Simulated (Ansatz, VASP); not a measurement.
**One calculation of Fe, two programs**

```
Fe
1.0
    -1.44300    1.44300    1.44300
     1.44300   -1.44300    1.44300
     1.44300    1.44300   -1.44300
Fe
1
Direct
  0.00000 0.00000 0.00000
```

Alike in both runs: task single point; functional PBEsol; k mesh 13 × 13 × 13; occupations fermi-dirac, width 0.05 eV; collinear spin.

|  | VASP | Ansatz |
| --- | --- | --- |
| version | VASP 6.6.1 | Ansatz 0.2.0 |
| potentials or method | VASP PAW PBE potentials, release 64 (Fe_sv) | Ansatz PAW |
| plane-wave cutoff (eV) | 600 | 420 |
| valence electrons in the cell | 16 | 16 |

Ansatz gave:

- gap on the k mesh at the Fermi level (eV): none
- pressure (GPa): -17.9
- net moment per atom (μB): 2.26
- size of the moment on the site where the two differ most (μB): 2.31

Q: What did VASP give for the same quantities?

A: gap on the k mesh at the Fermi level (eV): none; pressure (GPa): -21.1; net moment per atom (μB): 2.26; size of the moment on the site where the two differ most (μB): 2.26.

VASP's potentials were made for PBE, not for PBEsol. Site moments also hang on the region over which each program counts them. A gap of «none» marks a metal or a gap that the smearing closes. The functional is the same, so the differences come from potentials, cutoffs and numerics.
